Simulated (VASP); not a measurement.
Wanted: the native input for a VASP 6.6.1 run.

```yaml
Task: single point
Functional: PBEsol-based screened hybrid with 25 % exact exchange
Potentials_or_basis: VASP PAW PBE potentials, release 64 (Pb_d)
Cutoff: 520 eV
k_mesh: 5 × 5 × 5
Occupations: fermi-dirac, width 0.05 eV
Spin: no spin polarisation
Dipole_correction: no
Grid_for_exact_exchange_PRECFOCK: Normal
Share_of_exact_exchange: 0.25
Further_INCAR_settings: ALGO = Normal; EDIFF = 1e-06; NBANDS = 13
Screening_parameter: 0.207 1/Å
```

Pb:

```xyz
1
Lattice="0.0000 2.4245 2.4245 2.4245 0.0000 2.4245 2.4245 2.4245 0.0000" Properties=species:S:1:pos:R:3 pbc="T T T"
Pb    0.0000    0.0000    0.0000
```

These files were run (other wordings do the same):

POSCAR

```
Pb
1.0
    0.0000000000      2.4244952108      2.4244952108
    2.4244952108      0.0000000000      2.4244952108
    2.4244952108      2.4244952108      0.0000000000
Pb
1
Direct
    0.0000000000      0.0000000000      0.0000000000
```

INCAR.step1

```
SYSTEM = Pb
ALGO = Normal
EDIFF = 1E-5
ENCUT = 520
GGA = PE
ISIF = 2
ISMEAR = -1
LASPH = .True.
LREAL = .False.
LWAVE = .True.
NBANDS = 13
NELM = 100
PREC = Accurate
SIGMA = 0.05
```

INCAR.step2

```
SYSTEM = Pb
AEXX = 0.25
ALGO = Normal
EDIFF = 1E-6
ENCUT = 520
GGA = PS
HFSCREEN = 0.207
ISIF = 2
ISMEAR = -1
ISTART = 1
LASPH = .True.
LCHARG = .True.
LELF = .True.
LHFCALC = .True.
LREAL = .False.
LVHAR = .True.
LWAVE = .False.
NBANDS = 13
NELM = 100
PREC = Accurate
PRECFOCK = Normal
SIGMA = 0.05
```

KPOINTS

```
k-points
0
Gamma
  5 5 5
  0 0 0
```

Potentials or basis: VASP PAW PBE potentials, release 64 (Pb_d).

Run with:

```sh
$ cat potpaw_PBE.64/Pb_d/POTCAR > POTCAR
$ cp INCAR.step1 INCAR
$ mpirun -np 1 vasp_std > vasp.out
$ cp INCAR.step2 INCAR
$ mpirun -np 1 vasp_std > vasp.out
```

It gave:

The pressure is 1.9 GPa and the band gap on the k mesh is zero (bands 7 and 8 overlap by 9.48 eV).

Caveat: the k points lie up to 0.45 Å⁻¹ apart, too coarse for converged energies and pressures of a metal; the PAW data sets were made with another functional, which shifts forces and pressure a little; spin-orbit coupling is left out, which moves the levels of the heavy elements.

Wall time 6.3 min on 1 thread of Intel(R) Xeon(R) Platinum 8488C (Sapphire Rapids) (shared host), peak memory 0.26 GiB.
